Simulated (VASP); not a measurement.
# SiPbS3 (P4mm) in VASP: single point with PBE

Aim: the single point of SiPbS3 with PBE.

Program: VASP 6.6.1. These are calculated values, not measurements. Logs are shortened: lines on timing, memory, paths and dates and some standing lists are left out, and cuts for length are marked.

## (1) The cell of the first run

The structure is tetragonal, space group P4mm (No. 99). Conventional cell: a = 4.659 Å, b = 4.659 Å, c = 6.144 Å, α = 90.00°, β = 90.00°, γ = 90.00°. Si (site symmetry 4mm) has 4 S at 2.54 Å within 3.4 Å. Within 3.2 Å of Pb (site symmetry 4mm) lie 5 S at 2.46 to 2.71 Å. S (site symmetry 4mm) has 1 Pb at 2.46 Å and 4 S at 3.28 Å within 3.3 Å. Within 3.4 Å of S (site symmetry 2mm) lie 2 Si at 2.54 Å and 2 Pb at 2.71 Å and 6 S at 3.28 to 3.29 Å.

## (2) Single point, PBE

INCAR

```
SYSTEM = SiPbS3
ALGO = Normal ; EDIFF = 1E-6
ENCUT = 520 ; GGA = PE
ISIF = 2 ; ISMEAR = 0
LASPH = .TRUE. ; LCHARG = .FALSE.
LREAL = .FALSE. ; LWAVE = .FALSE.
NBANDS = 26 ; NELM = 60
PREC = Accurate ; SIGMA = 0.1
```

KPOINTS

```
k-points
0
G
  4 4 4
  0 0 0
```

POSCAR

```
SiPbS3
1.0
    4.6591117507      0.0000000000      0.0000000000
    0.0000000000      4.6591117507      0.0000000000
    0.0000000000      0.0000000000      6.1440583449
Si Pb S
1 1 3
Direct
    0.0000000000      0.0000000000      0.1893675552
    0.5000000000      0.5000000000      0.5798027348
    0.5000000000      0.5000000000      0.9802375135
    0.0000000000      0.5000000000      0.3552960982
    0.5000000000      0.0000000000      0.3552960982
```

Potentials or basis: VASP PAW PBE potentials, release 64 (Si, Pb_d, S).

Command:

```sh
> cat potpaw_PBE.64/Si/POTCAR potpaw_PBE.64/Pb_d/POTCAR potpaw_PBE.64/S/POTCAR > POTCAR
> mpirun -np 1 vasp_std > vasp.out
```

OUTCAR:

```text
SYSTEM = SiPbS3
   EDIFF = 1E-6
   ENCUT = 520
   GGA = PE
   ISIF = 2
   ISMEAR = 0
   LASPH = .TRUE.
   LREAL = .FALSE.
   NELM = 60
   PREC = Accurate

 ion  position               nearest neighbor table
   1  0.000  0.000  0.189-   4 2.54   5 2.54   4 2.54   5 2.54
   2  0.500  0.500  0.580-   3 2.46   4 2.71   5 2.71   5 2.71   4 2.71
   3  0.500  0.500  0.980-   2 2.46
   4  0.000  0.500  0.355-   1 2.54   1 2.54   2 2.71   2 2.71
   5  0.500  0.000  0.355-   1 2.54   1 2.54   2 2.71   2 2.71

  LATTYP: Found a simple tetragonal cell.
 ALAT       =     4.6591117507
 C/A-ratio  =     1.3187188189

  Lattice vectors:

 A1 = (   4.6591117507,   0.0000000000,   0.0000000000)
 A2 = (   0.0000000000,   4.6591117507,   0.0000000000)
 A3 = (   0.0000000000,   0.0000000000,   6.1440583449)

Analysis of symmetry for initial positions (statically):
=====================================================================
 Subroutine PRICEL returns:
 Original cell was already a primitive cell.

 Routine SETGRP: Setting up the symmetry group for a
 simple tetragonal supercell.

 Subroutine GETGRP returns: Found  8 space group operations
 (whereof  8 operations were pure point group operations)
 out of a pool of 16 trial point group operations.

The static configuration has the point symmetry C_4v.

Analysis of symmetry for dynamics (positions and initial velocities):
=====================================================================
 Subroutine PRICEL returns:
 Original cell was already a primitive cell.

 Routine SETGRP: Setting up the symmetry group for a
 simple tetragonal supercell.

 Subroutine GETGRP returns: Found  8 space group operations
 (whereof  8 operations were pure point group operations)
 out of a pool of 16 trial point group operations.

The dynamic configuration has the point symmetry C_4v.

 Subroutine INISYM returns: Found  8 space group operations
 (whereof  8 operations are pure point group operations),
 and found     1 'primitive' translations

----------------------------------------------------------------------------------------

                                     Primitive cell

  volume of cell :     133.3711

  direct lattice vectors                    reciprocal lattice vectors
     4.659111751  0.000000000  0.000000000     0.214633186  0.000000000  0.000000000
     0.000000000  4.659111751  0.000000000     0.000000000  0.214633186  0.000000000
     0.000000000  0.000000000  6.144058345     0.000000000  0.000000000  0.162758871

  length of vectors
     4.659111751  4.659111751  6.144058345     0.214633186  0.214633186  0.162758871

  position of ions in fractional coordinates (direct lattice)
     0.000000000  0.000000000  0.189367555
     0.500000000  0.500000000  0.579802735
     0.500000000  0.500000000  0.980237514
     0.000000000  0.500000000  0.355296098
     0.500000000  0.000000000  0.355296098

  ion indices of the primitive-cell ions
   primitive index   ion index
                 1           1
                 2           2
                 3           3
                 4           4
                 5           5

----------------------------------------------------------------------------------------

 KPOINTS: k-points

Automatic generation of k-mesh.
 Grid dimensions read from file:
 generate k-points for:    4    4    4

 Generating k-lattice:

  Cartesian coordinates                     Fractional coordinates (reciprocal lattice)
     0.053658297  0.000000000  0.000000000     0.250000000  0.000000000  0.000000000
     0.000000000  0.053658297  0.000000000     0.000000000  0.250000000  0.000000000
     0.000000000  0.000000000  0.040689718     0.000000000  0.000000000  0.250000000

  Length of vectors
     0.053658297  0.053658297  0.040689718

  Shift w.r.t. Gamma in fractional coordinates (k-lattice)
     0.000000000  0.000000000  0.000000000

 Subroutine IBZKPT returns following result:
 ===========================================

 Found     18 irreducible k-points:

 Following reciprocal coordinates:
            Coordinates               Weight
  0.000000  0.000000  0.000000      1.000000
  0.250000  0.000000  0.000000      4.000000
  0.500000  0.000000  0.000000      2.000000
  0.250000  0.250000  0.000000      4.000000
  0.500000  0.250000  0.000000      4.000000
  0.500000  0.500000  0.000000      1.000000
[... 10 lines left out ...]
  0.500000  0.250000  0.500000      4.000000
  0.500000  0.500000  0.500000      1.000000
   k-points           NKPTS =     18   k-points in BZ     NKDIM =     18   number of bands    NBANDS=     26
   number of dos      NEDOS =    301   number of ions     NIONS =      5
   total plane-waves  NPLWV =  62208
   dimension x,y,z NGX =    36 NGY =   36 NGZ =   48
   dimension x,y,z NGXF=    72 NGYF=   72 NGZF=   96
   ions per type =               1   1   3
   NGX,Y,Z   is equivalent  to a cutoff of  12.85, 12.85, 12.99 a.u.
   NGXF,Y,Z  is equivalent  to a cutoff of  25.69, 25.69, 25.98 a.u.
 SYSTEM =  SiPbS3
   PREC   = accura    normal or accurate (medium, high low for compatibility)
   ISTART =      0    job   : 0-new  1-cont  2-samecut
   ICHARG =      2    charge: 1-file 2-atom 10-const
   ISPIN  =      1    spin polarized calculation?
   LNONCOLLINEAR =      F non collinear calculations
   LSORBIT =      F    spin-orbit coupling
   LASPH  =      T    aspherical Exc in radial PAW
   ENCUT  =  520.0 eV  38.22 Ry    6.18 a.u.   8.66  8.66 11.42*2*pi/ulx,y,z
   NELM   =     60;   NELMIN=  2; NELMDL= -5     # of ELM steps
   EDIFF  = 0.1E-05   stopping-criterion for ELM
   LREAL  =      F    real-space projection
   EDIFFG = 0.1E-04   stopping-criterion for IOM
   NSW    =      0    number of steps for IOM
   IBRION =     -1    ionic relax: 0-MD 1-quasi-New 2-CG
   NFREE  =      0    steps in history (QN), initial steepest desc. (CG)
   ISIF   =      2    stress and relaxation
   ISYM   =      2    0-nonsym 1-usesym 2-fastsym
   POTIM  = 0.5000    time-step for ionic-motion
   TEBEG  =    0.0;   TEEND  =   0.0 temperature during run
   PSTRESS=    0.0 pullay stress
   NELECT =      36.0000    total number of electrons
   NUPDOWN=      -1.0000    fix difference up-down
   EMIN   =  10.00;   EMAX   =-10.00  energy-range for DOS
   EFERMI =   0.00;   METHOD = LEGACY
   ISMEAR =     0;   SIGMA  =   0.10  broadening in eV -4-tet -1-fermi 0-gaus
   EFERMI_NEDOS =   21; number of points for ismear=-14 and -15
   IALGO  =     38    algorithm
   IMIX   =      4    mixing-type and parameters
     AMIX     =   0.40;   BMIX     =  1.00
     AMIX_MAG =   1.60;   BMIX_MAG =  1.00
  volume/ion in A,a.u.               =      26.67       180.01
  Fermi-wavevector in a.u.,A,eV,Ry     =   1.058007  1.999343 15.230068  1.119378
  Thomas-Fermi vector in A             =   2.193300
   LORBIT       =      0    0 simple, 1 ext, 2 COOP (PROOUT), +10 PAW based schemes
   GGA     = PE    functional components
   LHFCALC =     F    Hartree Fock is set to
   AEXX    =    0.0000 exact exchange contribution
   IVDW    =     0    specifies the selected vdW correction
   LEPSILON=     F    determine dielectric tensor
   LRPA    =     F    only Hartree local field effects (RPA)
 non-spin polarized calculation
 Gauss-broadening in eV      SIGMA  =   0.10
  energy-cutoff  :      520.00
  volume of cell :      133.37
 maximum number of plane-waves:      3631
 NGX is ok and might be reduce to    36
   NGX = 17   NGY = 17   NGZ = 23

 number of electron      35.9999992 magnetization

 Free energy of the ion-electron system (eV)
  ---------------------------------------------------
  ext. energy  EPLUGINS =         0.00000000
  ---------------------------------------------------
  free energy    TOTEN  =       -20.11615152 eV

  energy without entropy =      -20.10961162  energy(sigma->0) =      -20.11288157

 E-fermi :   3.2987     XC(G=0):  -8.6302

 val. band max:        3.2376377687   @ k =   0.5000   0.0000   0.5000
 cond. band min:       3.3067929163   @ k =   0.5000   0.0000   0.2500
 fundamental gap:      0.0691551476
 Fermi energy:         3.2986556822

 k-point     1 :       0.0000    0.0000    0.0000
  band No.  band energies     occupation
      1     -13.5131      2.00000
      2     -13.4805      2.00000
      3     -13.3698      2.00000
      4     -13.3698      2.00000
      5     -13.3453      2.00000
      6     -10.7958      2.00000
[... 18 lines left out ...]
     25       8.9913      0.00000
     26       9.0189      0.00000

 k-point     2 :       0.2500    0.0000    0.0000
  band No.  band energies     occupation
      1     -13.5106      2.00000
      2     -13.4639      2.00000
      3     -13.3926      2.00000
      4     -13.3692      2.00000
      5     -13.3483      2.00000
      6     -10.4620      2.00000
[... 18 lines left out ...]
     25       9.0525      0.00000
     26      10.3278      0.00000

 k-point     3 :       0.5000    0.0000    0.0000
  band No.  band energies     occupation
      1     -13.5089      2.00000
      2     -13.4342      2.00000
      3     -13.4269      2.00000
      4     -13.3686      2.00000
      5     -13.3514      2.00000
      6      -9.7196      2.00000
[... 18 lines left out ...]
     25       9.8295      0.00000
     26      10.4330      0.00000

 k-point     4 :       0.2500    0.2500    0.0000
  band No.  band energies     occupation
      1     -13.5068      2.00000
      2     -13.4505      2.00000
      3     -13.3997      2.00000
      4     -13.3781      2.00000
      5     -13.3517      2.00000
      6     -10.1526      2.00000
[... 18 lines left out ...]
     25       9.1413      0.00000
     26       9.9533      0.00000
[... 322 lines left out ...]
      1     -13.4968      2.00000
      2     -13.4508      2.00000
      3     -13.4003      2.00000
      4     -13.3787      2.00000
      5     -13.3516      2.00000
      6     -10.0433      2.00000
[... 18 lines left out ...]
     25       8.5137      0.00000
     26      11.0946      0.00000

 k-point    17 :       0.5000    0.2500    0.5000
  band No.  band energies     occupation
      1     -13.4939      2.00000
      2     -13.4264      2.00000
      3     -13.4256      2.00000
      4     -13.3791      2.00000
      5     -13.3550      2.00000
      6      -9.3342      2.00000
[... 18 lines left out ...]
     25       9.4633      0.00000
     26      10.5284      0.00000

 k-point    18 :       0.5000    0.5000    0.5000
  band No.  band energies     occupation
      1     -13.4892      2.00000
      2     -13.4242      2.00000
      3     -13.4242      2.00000
      4     -13.3823      2.00000
      5     -13.3588      2.00000
      6      -9.0645      2.00000
[... 18 lines left out ...]
     25       9.5336      0.00000
     26      10.3215      0.00000

------------------------ aborting loop because EDIFF is reached ----------------------------------------

  FORCE on cell =-STRESS in cart. coord.  units (eV):
  Direction    XX          YY          ZZ          XY          YZ          ZX
  --------------------------------------------------------------------------------------
  -------------------------------------------------------------------------------------
  Total        0.0072551      0.0072551     -0.0912062      0.0000000      0.0000000      0.0000000
  in kB        0.0871551      0.0871551     -1.0956540      0.0000000      0.0000000      0.0000000
  external PRESSURE =      -0.3071146 kB  Pullay stress =       0.0000000 kB

 VOLUME and BASIS-vectors are now :
 -----------------------------------------------------------------------------
  energy-cutoff  :      520.00
  volume of cell :      133.37
      direct lattice vectors                 reciprocal lattice vectors
     4.659111751  0.000000000  0.000000000     0.214633186  0.000000000  0.000000000
     0.000000000  4.659111751  0.000000000     0.000000000  0.214633186  0.000000000
     0.000000000  0.000000000  6.144058345     0.000000000  0.000000000  0.162758871

 POSITION                                       TOTAL-FORCE (eV/Angst)
 -----------------------------------------------------------------------------------
      0.00000      0.00000      1.16349        -0.000000     -0.000000     -0.008236
      2.32956      2.32956      3.56234        -0.000000      0.000000      0.019406
      2.32956      2.32956      6.02264        -0.000000     -0.000000     -0.029793
      0.00000      2.32956      2.18296        -0.000000     -0.000000      0.009312
      2.32956      0.00000      2.18296         0.000000     -0.000000      0.009312
 -----------------------------------------------------------------------------------
    total drift:                                0.000000      0.000000      0.000732

  FREE ENERGIE OF THE ION-ELECTRON SYSTEM (eV)
  ---------------------------------------------------
  free  energy   TOTEN  =       -20.1161515230 eV

  energy  without entropy=      -20.1096116191  energy(sigma->0) =      -20.11288157
```

It took 39 s on 1 thread of AMD EPYC 9R14 (Zen 4), shared host; peak memory 0.23 GiB.

What came out:

```yaml
Free_energy: -20.1162 eV
Pressure: 0.0 GPa
Largest_force: 0.030 eV/Å
Band_gap_on_the_k_mesh: zero (bands 18 and 19 overlap by 0.52 eV)
```

Forces on the atoms (eV/Å):
```
Si   0.000  0.000 -0.008
Pb   0.000  0.000  0.019
S    0.000  0.000 -0.030
S    0.000  0.000  0.009
S    0.000  0.000  0.009
```

Levels at points of the mesh, in eV from the Fermi level:
```csv
k point,band 16,band 17,band 18,band 19,band 20,band 21
"(0.00, 0.00, 0.00)",-1.53,-0.63,-0.48,-0.48,1.32,2.92
"(0.50, 0.00, 0.00)",-1.61,-0.33,0.04,1.22,3.34,3.49
"(0.50, 0.50, 0.00)",-1.27,-0.65,-0.19,1.74,3.55,3.55
"(0.00, 0.00, 0.50)",-1.58,-0.98,-0.98,0.12,1.64,3.55
"(0.50, 0.00, 0.50)",-0.91,-0.57,-0.06,0.84,2.89,3.46
"(0.50, 0.50, 0.50)",-0.49,-0.32,-0.32,-0.20,2.95,2.95
```

Caveat: spin-orbit coupling is left out, which moves the levels of the heavy elements.

The gap in the log of VASP goes by the Fermi energy; the results here count the filled bands.